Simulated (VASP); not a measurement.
# Hf (P6_3/mmc) in VASP: a series of runs, part 3 of 3

VASP 6.6.1.

## (6) Relaxation of cell and atoms, PBE

This run uses another cell than the first one, of 22.58 Å³/atom.

Input file INCAR:

```
SYSTEM = Hf
PREC = Accurate
ENCUT = 600
EDIFF = 1E-7
ISMEAR = 0
SIGMA = 0.1
LREAL = .FALSE.
LASPH = .TRUE.
NELM = 60
ALGO = Fast
ISIF = 3
LWAVE = .FALSE.
LCHARG = .FALSE.
GGA = PE
IBRION = 2
NSW = 80
EDIFFG = -0.01
```

Input file KPOINTS:

```
Automatic mesh
0
G
  18 18 8
  0 0 0
```

Input file POSCAR:

```
Hf
1.0
    3.1978286939      0.0000000000      0.0000000000
   -1.5989143469      2.7694008859      0.0000000000
    0.0000000000      0.0000000000      5.0995812591
Hf
2
Direct
    0.3333333333      0.6666666667      0.2500000000
    0.6666666667      0.3333333333      0.7500000000
```

Potentials or basis: VASP PAW PBE potentials, release 64 (Hf_pv).

Run with:

```
$ cat potpaw_PBE.64/Hf_pv/POTCAR > POTCAR
$ mpirun -np 1 vasp_std > vasp.out
```

OUTCAR:

```text
SYSTEM = Hf
   PREC = Accurate
   ENCUT = 600
   EDIFF = 1E-7
   ISMEAR = 0
   LREAL = .FALSE.
   LASPH = .TRUE.
   NELM = 60
   ISIF = 3
   GGA = PE
   IBRION = 2
   NSW = 80
   EDIFFG = -0.01

 ion  position               nearest neighbor table
   1  0.333  0.667  0.250-   2 3.15   2 3.15   2 3.15   2 3.15   2 3.15   2 3.15
   2  0.667  0.333  0.750-   1 3.15   1 3.15   1 3.15   1 3.15   1 3.15   1 3.15

  LATTYP: Found a hexagonal cell.
 ALAT       =     3.1978286939
 C/A-ratio  =     1.5947012011

  Lattice vectors:

 A1 = (   3.1978286939,   0.0000000000,   0.0000000000)
 A2 = (  -1.5989143469,   2.7694008859,   0.0000000000)
 A3 = (   0.0000000000,   0.0000000000,   5.0995812591)

Analysis of symmetry for initial positions (statically):
=====================================================================
 Subroutine PRICEL returns:
 Original cell was already a primitive cell.

 Routine SETGRP: Setting up the symmetry group for a
 hexagonal supercell.

 Subroutine GETGRP returns: Found 24 space group operations
 (whereof 12 operations were pure point group operations)
 out of a pool of 24 trial point group operations.

The static configuration has the point symmetry D_3d.
 The point group associated with its full space group is D_6h.

Analysis of symmetry for dynamics (positions and initial velocities):
=====================================================================
 Subroutine PRICEL returns:
 Original cell was already a primitive cell.

 Routine SETGRP: Setting up the symmetry group for a
 hexagonal supercell.

 Subroutine GETGRP returns: Found 24 space group operations
 (whereof 12 operations were pure point group operations)
 out of a pool of 24 trial point group operations.

The dynamic configuration has the point symmetry D_3d.
 The point group associated with its full space group is D_6h.

 Subroutine INISYM returns: Found 24 space group operations
 (whereof 12 operations are pure point group operations),
 and found     1 'primitive' translations

----------------------------------------------------------------------------------------

                                     Primitive cell

  volume of cell :      45.1622

  direct lattice vectors                    reciprocal lattice vectors
     3.197828694  0.000000000  0.000000000     0.312712186  0.180544465  0.000000000
    -1.598914347  2.769400886  0.000000000     0.000000000  0.361088929  0.000000000
     0.000000000  0.000000000  5.099581259     0.000000000  0.000000000  0.196094532

  length of vectors
     3.197828694  3.197828694  5.099581259     0.361088929  0.361088929  0.196094532

  position of ions in fractional coordinates (direct lattice)
     0.333333333  0.666666667  0.250000000
     0.666666667  0.333333333  0.750000000

  ion indices of the primitive-cell ions
   primitive index   ion index
                 1           1
                 2           2

----------------------------------------------------------------------------------------

 KPOINTS: Automatic mesh

Automatic generation of k-mesh.
 Grid dimensions read from file:
[... 52 lines left out ...]
   ions per type =               2
   NGX,Y,Z   is equivalent  to a cutoff of  14.56, 14.56, 13.69 a.u.
   NGXF,Y,Z  is equivalent  to a cutoff of  29.11, 29.11, 27.38 a.u.
 SYSTEM =  Hf
   PREC   = accura    normal or accurate (medium, high low for compatibility)
   ISTART =      0    job   : 0-new  1-cont  2-samecut
   ICHARG =      2    charge: 1-file 2-atom 10-const
   ISPIN  =      1    spin polarized calculation?
   LNONCOLLINEAR =      F non collinear calculations
   LSORBIT =      F    spin-orbit coupling
   LASPH  =      T    aspherical Exc in radial PAW
   ENCUT  =  600.0 eV  44.10 Ry    6.64 a.u.   6.39  6.39 10.19*2*pi/ulx,y,z
   NELM   =     60;   NELMIN=  2; NELMDL= -5     # of ELM steps
   EDIFF  = 0.1E-06   stopping-criterion for ELM
   LREAL  =      F    real-space projection
   EDIFFG = -.1E-01   stopping-criterion for IOM
   NSW    =     80    number of steps for IOM
   IBRION =      2    ionic relax: 0-MD 1-quasi-New 2-CG
   NFREE  =      1    steps in history (QN), initial steepest desc. (CG)
   ISIF   =      3    stress and relaxation
   ISYM   =      2    0-nonsym 1-usesym 2-fastsym
   POTIM  = 0.5000    time-step for ionic-motion
   TEBEG  =    0.0;   TEEND  =   0.0 temperature during run
   PSTRESS=    0.0 pullay stress
   NELECT =      20.0000    total number of electrons
   NUPDOWN=      -1.0000    fix difference up-down
   EMIN   =  10.00;   EMAX   =-10.00  energy-range for DOS
   EFERMI =   0.00;   METHOD = LEGACY
   ISMEAR =     0;   SIGMA  =   0.10  broadening in eV -4-tet -1-fermi 0-gaus
   EFERMI_NEDOS =   21; number of points for ismear=-14 and -15
   IALGO  =     68    algorithm
   IMIX   =      4    mixing-type and parameters
     AMIX     =   0.40;   BMIX     =  1.00
     AMIX_MAG =   1.60;   BMIX_MAG =  1.00
  volume/ion in A,a.u.               =      22.58       152.38
  Fermi-wavevector in a.u.,A,eV,Ry     =   1.247842  2.358080 21.185768  1.557110
  Thomas-Fermi vector in A             =   2.381956
   LORBIT       =      0    0 simple, 1 ext, 2 COOP (PROOUT), +10 PAW based schemes
   GGA     = PE    functional components
   LHFCALC =     F    Hartree Fock is set to
   AEXX    =    0.0000 exact exchange contribution
   IVDW    =     0    specifies the selected vdW correction
   LEPSILON=     F    determine dielectric tensor
   LRPA    =     F    only Hartree local field effects (RPA)
 conjugate gradient relaxation of ions
 non-spin polarized calculation
 RMM-DIIS sequential band-by-band and
 Gauss-broadening in eV      SIGMA  =   0.10
  energy-cutoff  :      600.00
  volume of cell :       45.16
 maximum number of plane-waves:      1534
 NGX is ok and might be reduce to    28
   NGX = 13   NGY = 13   NGZ = 21

--------------------------------------- Ionic step        1  -------------------------------------------

 number of electron      20.0000003 magnetization

 Free energy of the ion-electron system (eV)
  ---------------------------------------------------
  ext. energy  EPLUGINS =         0.00000000
  ---------------------------------------------------
  free energy    TOTEN  =       -19.85320131 eV

  energy without entropy =      -19.84627386  energy(sigma->0) =      -19.84973759

------------------------ aborting loop because EDIFF is reached ----------------------------------------

  FORCE on cell =-STRESS in cart. coord.  units (eV):
  Direction    XX          YY          ZZ          XY          YZ          ZX
  --------------------------------------------------------------------------------------
  -------------------------------------------------------------------------------------
  Total       -0.0862828     -0.0862828     -0.4061792     -0.0000000      0.0000000     -0.0000000
  in kB       -3.0609709     -3.0609709    -14.4096255     -0.0000000      0.0000000     -0.0000000
  external PRESSURE =      -6.8438558 kB  Pullay stress =       0.0000000 kB
[... 95 lines left out ...]
--------------------------------------- Ionic step        4  -------------------------------------------

 number of electron      20.0000002 magnetization

 Free energy of the ion-electron system (eV)
  ---------------------------------------------------
  ext. energy  EPLUGINS =         0.00000000
  ---------------------------------------------------
  free energy    TOTEN  =       -19.85474026 eV

  energy without entropy =      -19.84783490  energy(sigma->0) =      -19.85128758

 E-fermi :   4.9091     XC(G=0): -11.2690

 val. band max:        4.9062774865   @ k =   0.2778   0.2778   0.2500
 cond. band min:       4.9161389934   @ k =   0.1667   0.0000   0.1250
 fundamental gap:      0.0098615069
 Fermi energy:         4.9090707020

 k-point     1 :       0.0000    0.0000    0.0000
  band No.  band energies     occupation
      1     -26.1817      2.00000
      2     -25.4459      2.00000
      3     -25.4459      2.00000
      4     -25.3223      2.00000
      5     -25.3188      2.00000
      6     -25.3188      2.00000
      7      -2.4736      2.00000
      8       1.1997      2.00000
      9       5.5349      0.00000
     10       6.0747      0.00000
     11       6.0747      0.00000
     12       6.3615      0.00000
     13       6.8948      0.00000
     14       6.8948      0.00000
[... 377 lines left out ...]
      1     -25.9721      2.00000
      2     -25.8332      2.00000
      3     -25.8206      2.00000
      4     -25.6465      2.00000
      5     -25.5398      2.00000
      6     -25.4473      2.00000
      7       1.6111      2.00000
      8       2.5282      2.00000
      9       2.7704      2.00000
     10       3.9429      2.00000
     11       5.4922      0.00000
     12       5.7937      0.00000
     13       6.5084      0.00000
     14       9.9664      0.00000

 [... further k-points ...]
[... 5 lines left out ...]
  --------------------------------------------------------------------------------------
  -------------------------------------------------------------------------------------
  Total       -0.0041948     -0.0041948      0.0014090     -0.0000000     -0.0000000     -0.0000000
  in kB       -0.1497392     -0.1497392      0.0502959     -0.0000000     -0.0000000     -0.0000000
  external PRESSURE =      -0.0830608 kB  Pullay stress =       0.0000000 kB
[... 17 lines left out ...]
  FREE ENERGIE OF THE ION-ELECTRON SYSTEM (eV)
  ---------------------------------------------------
  free  energy   TOTEN  =       -19.8547402612 eV

  energy  without entropy=      -19.8478348995  energy(sigma->0) =      -19.85128758

 reached required accuracy - stopping structural energy minimisation
```

OSZICAR:

```text
N       E                     dE             d eps       ncg     rms          rms(c)
DAV:   1     0.514139183196E+02    0.51414E+02   -0.12637E+04  5196   0.151E+03
DAV:   2    -0.183826964567E+02   -0.69797E+02   -0.68621E+02  6392   0.287E+02
DAV:   3    -0.205569954282E+02   -0.21743E+01   -0.21421E+01  7010   0.323E+01
[... 39 lines left out ...]
RMM:   3    -0.198547432525E+02    0.36285E-03   -0.64044E-04  5593   0.179E-01    0.866E-02
RMM:   4    -0.198547389808E+02    0.42717E-05   -0.20146E-04  6127   0.896E-02    0.873E-02
RMM:   5    -0.198547420938E+02   -0.31130E-05   -0.22542E-05  5827   0.333E-02    0.440E-02
RMM:   6    -0.198547399403E+02    0.21535E-05   -0.13543E-05  5418   0.252E-02    0.149E-02
RMM:   7    -0.198547403123E+02   -0.37199E-06   -0.36717E-06  6256   0.113E-02    0.196E-02
RMM:   8    -0.198547402612E+02    0.51116E-07   -0.28425E-07  3785   0.370E-03
   4 F= -.19854740E+02 E0= -.19851288E+02  d E =-.271502E-03
```

CONTCAR:

```text
Hf
   1.00000000000000
     3.2005925288540604    0.0000000000000494   -0.0000000000000000
    -1.6002962643769443    2.7717944371821406   -0.0000000000000000
    -0.0000000000000000    0.0000000000000000    5.0593190008303601
  Hf
     2
Direct
     0.3333333332999970    0.6666666667000030    0.2500000000000000
     0.6666666667000030    0.3333333332999970    0.7500000000000000

  0.00000000E+00  0.00000000E+00  0.00000000E+00
  0.00000000E+00  0.00000000E+00  0.00000000E+00
```

Wall time 3.1 min (1 thread of Intel Xeon 6975P-C (Granite Rapids), shared host); peak memory 0.28 GiB.

Results:

* Free energy: -19.8547 eV
* Relaxed volume: 22.44 Å³/atom
* Relaxed cell: a = 3.201 Å, b = 3.201 Å, c = 5.059 Å, α = 90.00°, β = 90.00°, γ = 120.00°
* Space group after relaxing (to 0.1 Å): P6_3/mmc (No. 194)
* Energy gained by relaxing: 0.8 meV/atom
* Ionic steps: 4
* Pressure after relaxing: 0.0 GPa
* Band gap on the k mesh: zero (bands 10 and 11 overlap by 1.59 eV)

The path:
```tsv
step	energy change (eV)	largest force (eV/Å)	pressure (GPa)	volume (Å³)
1	0.0000	0.0000	-0.68	45.16
2	-0.0006	0.0000	0.88	44.53
3	-0.0013	0.0000	0.20	44.80
4	-0.0015	0.0000	-0.01	44.88
```

Final structure:
```xyz
2
Lattice="3.2006 0.0000 0.0000 -1.6003 2.7718 0.0000 0.0000 0.0000 5.0593" Properties=species:S:1:pos:R:3 pbc="T T T"
Hf    0.0000    1.8479    1.2648
Hf    1.6003    0.9239    3.7945
```

Caveat: spin-orbit coupling is left out, which moves the levels of the heavy elements.

## (7) The runs side by side

| task | cell | k mesh | cutoff (eV) | gap on the mesh (eV) | pressure (GPa) | relaxed volume (Å³/atom) |
| --- | --- | --- | --- | --- | --- | --- |
| single point | a = 3.128, b = 3.128, c = 4.950 Å, angles 90.0, 90.0, 120.0°, 2 atoms | 6 × 6 × 4 | 500 | none | 8.2 | - |
| single point | a = 3.198, b = 3.198, c = 5.100 Å, angles 90.0, 90.0, 120.0°, 2 atoms | 6 × 6 × 4 | 500 | none | -0.4 | - |
| relaxation of cell and atoms | relaxed from a = 3.128, b = 3.128, c = 4.950 Å, angles 90.0, 90.0, 120.0°, 2 atoms | 6 × 6 × 4 | 500 | none | -0.1 | 22.52 |
| single point | a = 3.205, b = 3.205, c = 5.068 Å, angles 90.0, 90.0, 120.0°, 2 atoms | 18 × 18 × 8 | 520 | none | -0.5 | - |
| relaxation of cell and atoms | relaxed from a = 3.198, b = 3.198, c = 5.100 Å, angles 90.0, 90.0, 120.0°, 2 atoms | 18 × 18 × 8 | 600 | none | 0.0 | 22.44 |

Alike in all rows: level PBE; potentials or basis VASP PAW PBE potentials, release 64 (Hf_pv); no spin polarisation; smearing gaussian 0.1 eV.

Caveats: some runs use coarse meshes; spin-orbit coupling is left out, which moves the levels of the heavy elements.

Total energies depend on the potentials used, so only differences within one code and one set of settings carry meaning.
